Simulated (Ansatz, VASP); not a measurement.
## KF in VASP and in Ansatz

Contents of INCAR:

```
SYSTEM = KF
  PREC = Accurate
  ENCUT = 600
  EDIFF = 1E-6
  ISMEAR = 0
  SIGMA = 0.1
  LREAL = .FALSE.
  LASPH = .TRUE.
  NELM = 200
  ALGO = Normal
  ISIF = 2
  LWAVE = .FALSE.
  LCHARG = .FALSE.
  LDAU = .TRUE.
  LDAUTYPE = 2
  LDAUL = -1 1
  LDAUU = 0 2.4
  LDAUJ = 0 0
  LDAUPRINT = 1
  GGA = PE
  NBANDS = 15
  GGA_COMPAT = .FALSE.
```

File KPOINTS:

```
Automatic mesh
0
G
  2 2 2
  0 0 0
```

The input POSCAR:

```
KF
1.0
    0.0000000000      2.6544134050      2.6544134050
    2.6544134050      0.0000000000      2.6544134050
    2.6544134050      2.6544134050      0.0000000000
K F
1 1
Direct
    0.0000000000      0.0000000000      0.0000000000
    0.5000000000      0.5000000000      0.5000000000
```

Input for Ansatz:

```yaml
crystal:
  lattice:
    - [0.0, 2.654413405, 2.654413405]
    - [2.654413405, 0.0, 2.654413405]
    - [2.654413405, 2.654413405, 0.0]
  atoms:
    - { symbol: K, position: [0.0, 0.0, 0.0] }
    - { symbol: F, position: [0.5, 0.5, 0.5] }
basis:
  ecutwfc: 420
kpoints:
  mp_grid: { grid: [2, 2, 2] }
hamiltonian:
  xc: pbe
  hubbard: { sites: [{ species: F, l: p, u_eff: 2.4 }] }
scf:
  occupations: { method: gaussian, width: 0.1 }
output:
  forces: true
  stress: true
  eigenvalues: true
```

Alike in both runs: task single point; functional PBE; k mesh 2 × 2 × 2; occupations gaussian, width 0.1 eV; no spin polarisation; Hubbard terms F p U = 2.4 eV.

|  | VASP | Ansatz |
| --- | --- | --- |
| version | VASP 6.6.1 | Ansatz 0.2.0 |
| potentials or method | VASP PAW PBE potentials, release 64 (K_sv, F), cutoff 600 eV | scalar-relativistic, plane waves, PAW |
| valence electrons in the cell | 16 | 16 |

|  | VASP | Ansatz | Ansatz less VASP |
| --- | --- | --- | --- |
| gap on the k mesh at the Fermi level (eV) | 6.47 | 7.21 | +0.743 |
| least direct gap on the mesh (eV) | 6.47 | 7.21 | +0.743 |
| pressure (GPa) | 1.8 | 2.0 | +0.19 |

The programs project onto different local orbitals, so the same U acts differently, and such runs can settle in different states.

The k mesh is coarse, so the values compare programs but aren't converged.
